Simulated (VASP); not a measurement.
# CsP4 (P4/mmm) in VASP: notebook, part 3 of 4

VASP 6.6.1. The steps go on from the part before.

**4. Single point, PBE**

The input, INCAR:

```
ALGO = Normal
EDIFF = 1E-7
ENCUT = 520
GGA = PE
ISIF = 2
ISMEAR = 0
LASPH = T
LCHARG = F
LREAL = F
LWAVE = F
NBANDS = 22
NELM = 80
PREC = Accurate
SIGMA = 0.1
```

The input, KPOINTS:

```
k-points
0
Gamma
  10 10 6
```

The input, POSCAR:

```
CsP4
1.0
    3.7923800946      0.0000000000      0.0000000000
    0.0000000000      3.7923800946      0.0000000000
    0.0000000000      0.0000000000      7.9085067048
Cs P
1 4
Direct
    0.0000000000      0.0000000000      0.0000000000
    0.5000000000      0.0000000000      0.3627866056
    0.0000000000      0.5000000000      0.6372133944
    0.5000000000      0.0000000000      0.6372133944
    0.0000000000      0.5000000000      0.3627866056
```

Potentials or basis: VASP PAW PBE potentials, release 64 (Cs_sv, P).

Started as:

```sh
cat potpaw_PBE.64/Cs_sv/POTCAR potpaw_PBE.64/P/POTCAR > POTCAR
mpirun -np 1 vasp_std > vasp.out
```

OUTCAR:

```text
EDIFF = 1E-7
   ENCUT = 520
   GGA = PE
   ISIF = 2
   ISMEAR = 0
   LASPH = T
   LREAL = F
   NELM = 80
   PREC = Accurate

 ion  position               nearest neighbor table
   1  0.000  0.000  0.000-
   2  0.500  0.000  0.363-   4 2.17   5 2.68   5 2.68   5 2.68   5 2.68
   3  0.000  0.500  0.637-   5 2.17   4 2.68   4 2.68   4 2.68   4 2.68
   4  0.500  0.000  0.637-   2 2.17   3 2.68   3 2.68   3 2.68   3 2.68
   5  0.000  0.500  0.363-   3 2.17   2 2.68   2 2.68   2 2.68   2 2.68

  LATTYP: Found a simple tetragonal cell.
 ALAT       =     3.7923800946
 C/A-ratio  =     2.0853676339

  Lattice vectors:

 A1 = (   3.7923800946,   0.0000000000,   0.0000000000)
 A2 = (   0.0000000000,   3.7923800946,   0.0000000000)
 A3 = (   0.0000000000,   0.0000000000,   7.9085067048)

Analysis of symmetry for initial positions (statically):
=====================================================================
 Subroutine PRICEL returns:
 Original cell was already a primitive cell.

 Routine SETGRP: Setting up the symmetry group for a
 simple tetragonal supercell.

 Subroutine GETGRP returns: Found 16 space group operations
 (whereof 16 operations were pure point group operations)
 out of a pool of 16 trial point group operations.

The static configuration has the point symmetry D_4h.

Analysis of symmetry for dynamics (positions and initial velocities):
=====================================================================
 Subroutine PRICEL returns:
 Original cell was already a primitive cell.

 Routine SETGRP: Setting up the symmetry group for a
 simple tetragonal supercell.

 Subroutine GETGRP returns: Found 16 space group operations
 (whereof 16 operations were pure point group operations)
 out of a pool of 16 trial point group operations.

The dynamic configuration has the point symmetry D_4h.

 Subroutine INISYM returns: Found 16 space group operations
 (whereof 16 operations are pure point group operations),
 and found     1 'primitive' translations

----------------------------------------------------------------------------------------

                                     Primitive cell

  volume of cell :     113.7413

  direct lattice vectors                    reciprocal lattice vectors
     3.792380095  0.000000000  0.000000000     0.263686649  0.000000000  0.000000000
     0.000000000  3.792380095  0.000000000     0.000000000  0.263686649  0.000000000
     0.000000000  0.000000000  7.908506705     0.000000000  0.000000000  0.126446122

  length of vectors
     3.792380095  3.792380095  7.908506705     0.263686649  0.263686649  0.126446122

  position of ions in fractional coordinates (direct lattice)
     0.000000000  0.000000000  0.000000000
     0.500000000  0.000000000  0.362786606
     0.000000000  0.500000000  0.637213394
     0.500000000  0.000000000  0.637213394
     0.000000000  0.500000000  0.362786606

  ion indices of the primitive-cell ions
   primitive index   ion index
                 1           1
                 2           2
                 3           3
                 4           4
                 5           5

----------------------------------------------------------------------------------------

 KPOINTS: k-points

Automatic generation of k-mesh.
 Grid dimensions read from file:
 generate k-points for:   10   10    6

 Generating k-lattice:

  Cartesian coordinates                     Fractional coordinates (reciprocal lattice)
     0.026368665  0.000000000  0.000000000     0.100000000  0.000000000  0.000000000
     0.000000000  0.026368665  0.000000000     0.000000000  0.100000000  0.000000000
     0.000000000  0.000000000  0.021074354     0.000000000  0.000000000  0.166666667

  Length of vectors
     0.026368665  0.026368665  0.021074354

  Shift w.r.t. Gamma in fractional coordinates (k-lattice)
     0.000000000  0.000000000  0.000000000

 Subroutine IBZKPT returns following result:
 ===========================================

 Found     84 irreducible k-points:

 Following reciprocal coordinates:
            Coordinates               Weight
  0.000000  0.000000  0.000000      1.000000
  0.100000  0.000000  0.000000      4.000000
  0.200000  0.000000  0.000000      4.000000
  0.300000  0.000000  0.000000      4.000000
  0.400000  0.000000  0.000000      4.000000
  0.500000  0.000000  0.000000      2.000000
[... 16 lines left out ...]
  0.100000  0.000000  0.166667      8.000000
  0.200000  0.000000  0.166667      8.000000
 [... further k-points ...]
   k-points           NKPTS =     84   k-points in BZ     NKDIM =     84   number of bands    NBANDS=     22
   number of dos      NEDOS =    301   number of ions     NIONS =      5
   total plane-waves  NPLWV =  47040
   dimension x,y,z NGX =    28 NGY =   28 NGZ =   60
   dimension x,y,z NGXF=    56 NGYF=   56 NGZF=  120
   ions per type =               1   4
   NGX,Y,Z   is equivalent  to a cutoff of  12.27, 12.27, 12.61 a.u.
   NGXF,Y,Z  is equivalent  to a cutoff of  24.55, 24.55, 25.23 a.u.
 SYSTEM =  unknown system
   PREC   = accura    normal or accurate (medium, high low for compatibility)
   ISTART =      0    job   : 0-new  1-cont  2-samecut
   ICHARG =      2    charge: 1-file 2-atom 10-const
   ISPIN  =      1    spin polarized calculation?
   LNONCOLLINEAR =      F non collinear calculations
   LSORBIT =      F    spin-orbit coupling
   LASPH  =      T    aspherical Exc in radial PAW
   ENCUT  =  520.0 eV  38.22 Ry    6.18 a.u.   7.05  7.05 14.70*2*pi/ulx,y,z
   NELM   =     80;   NELMIN=  2; NELMDL= -5     # of ELM steps
   EDIFF  = 0.1E-06   stopping-criterion for ELM
   LREAL  =      F    real-space projection
   EDIFFG = 0.1E-05   stopping-criterion for IOM
   NSW    =      0    number of steps for IOM
   IBRION =     -1    ionic relax: 0-MD 1-quasi-New 2-CG
   NFREE  =      0    steps in history (QN), initial steepest desc. (CG)
   ISIF   =      2    stress and relaxation
   ISYM   =      2    0-nonsym 1-usesym 2-fastsym
   POTIM  = 0.5000    time-step for ionic-motion
   TEBEG  =    0.0;   TEEND  =   0.0 temperature during run
   PSTRESS=    0.0 pullay stress
   NELECT =      29.0000    total number of electrons
   NUPDOWN=      -1.0000    fix difference up-down
   EMIN   =  10.00;   EMAX   =-10.00  energy-range for DOS
   EFERMI =   0.00;   METHOD = LEGACY
   ISMEAR =     0;   SIGMA  =   0.10  broadening in eV -4-tet -1-fermi 0-gaus
   EFERMI_NEDOS =   21; number of points for ismear=-14 and -15
   IALGO  =     38    algorithm
   IMIX   =      4    mixing-type and parameters
     AMIX     =   0.40;   BMIX     =  1.00
     AMIX_MAG =   1.60;   BMIX_MAG =  1.00
  volume/ion in A,a.u.               =      22.75       153.51
  Fermi-wavevector in a.u.,A,eV,Ry     =   1.038089  1.961705 14.662041  1.077630
  Thomas-Fermi vector in A             =   2.172557
   LORBIT       =      0    0 simple, 1 ext, 2 COOP (PROOUT), +10 PAW based schemes
   GGA     = PE    functional components
   LHFCALC =     F    Hartree Fock is set to
   AEXX    =    0.0000 exact exchange contribution
   IVDW    =     0    specifies the selected vdW correction
   LEPSILON=     F    determine dielectric tensor
   LRPA    =     F    only Hartree local field effects (RPA)
 non-spin polarized calculation
 Gauss-broadening in eV      SIGMA  =   0.10
  energy-cutoff  :      520.00
  volume of cell :      113.74
 maximum number of plane-waves:      3088
   NGX = 15   NGY = 15   NGZ = 29

 number of electron      28.9999996 magnetization

 Free energy of the ion-electron system (eV)
  ---------------------------------------------------
  ext. energy  EPLUGINS =         0.00000000
  ---------------------------------------------------
  free energy    TOTEN  =       -22.09462962 eV

  energy without entropy =      -22.08999043  energy(sigma->0) =      -22.09231002

 E-fermi :   6.0699     XC(G=0):  -9.5924

 val. band max:        6.0247855712   @ k =   0.4000   0.0000   0.3333
 cond. band min:       6.0716152947   @ k =   0.5000   0.5000   0.1667
 fundamental gap:      0.0468297235
 Fermi energy:         6.0699237225

 k-point     1 :       0.0000    0.0000    0.0000
  band No.  band energies     occupation
      1     -17.4145      2.00000
      2      -8.8743      2.00000
      3      -6.1147      2.00000
      4      -3.5847      2.00000
      5      -3.5847      2.00000
      6      -3.3234      2.00000
[... 574 lines left out ...]
      6      -3.5271      2.00000
[... 14 lines left out ...]
     21       9.7149      0.00000
     22      10.2496      0.00000

 [... further k-points ...]
[... 5 lines left out ...]
  --------------------------------------------------------------------------------------
  -------------------------------------------------------------------------------------
  Total        0.0147985      0.0147985     -0.0975091      0.0000000      0.0000000      0.0000000
  in kB        0.2084545      0.2084545     -1.3735280      0.0000000      0.0000000      0.0000000
  external PRESSURE =      -0.3188730 kB  Pullay stress =       0.0000000 kB

 VOLUME and BASIS-vectors are now :
 -----------------------------------------------------------------------------
  energy-cutoff  :      520.00
  volume of cell :      113.74
      direct lattice vectors                 reciprocal lattice vectors
     3.792380095  0.000000000  0.000000000     0.263686649  0.000000000  0.000000000
     0.000000000  3.792380095  0.000000000     0.000000000  0.263686649  0.000000000
     0.000000000  0.000000000  7.908506705     0.000000000  0.000000000  0.126446122

 POSITION                                       TOTAL-FORCE (eV/Angst)
 -----------------------------------------------------------------------------------
      0.00000      0.00000      0.00000         0.000000     -0.000000      0.000000
      1.89619      0.00000      2.86910         0.000000      0.000000      0.067359
      0.00000      1.89619      5.03941        -0.000000      0.000000     -0.067359
      1.89619      0.00000      5.03941         0.000000      0.000000     -0.067359
      0.00000      1.89619      2.86910         0.000000     -0.000000      0.067359
 -----------------------------------------------------------------------------------
    total drift:                                0.000000     -0.000000      0.000000

  FREE ENERGIE OF THE ION-ELECTRON SYSTEM (eV)
  ---------------------------------------------------
  free  energy   TOTEN  =       -22.0946296153 eV

  energy  without entropy=      -22.0899904285  energy(sigma->0) =      -22.09231002
```

stdout:

```text
POSCAR found type information on POSCAR CsP
 POSCAR found :  2 types and       5 ions
 scaLAPACK will be used
 LDA part: xc-table for (Slater+PW92), standard interpolation
 POSCAR, INCAR and KPOINTS ok, starting setup
 FFT: planning ... GRIDC
 FFT: planning ... GRID_SOFT
 FFT: planning ... GRID
 WAVECAR not read
 entering main loop
```

Run time: 4.2 min. Hardware: 1 thread of Intel Xeon 8259CL, shared host; peak memory 0.31 GiB.

Results:

```
Free energy   : -22.0946 eV
Pressure      : 0.0 GPa
Largest force : 0.067 eV/Å
```

Forces on the atoms (eV/Å):
```
Cs   0.000  0.000  0.000
P    0.000  0.000  0.067
P    0.000  0.000 -0.067
P    0.000  0.000 -0.067
P    0.000  0.000  0.067
```

Caveat: spin-orbit coupling is left out, which moves the levels of the heavy elements.

(Part 3 of 4 ends here.)
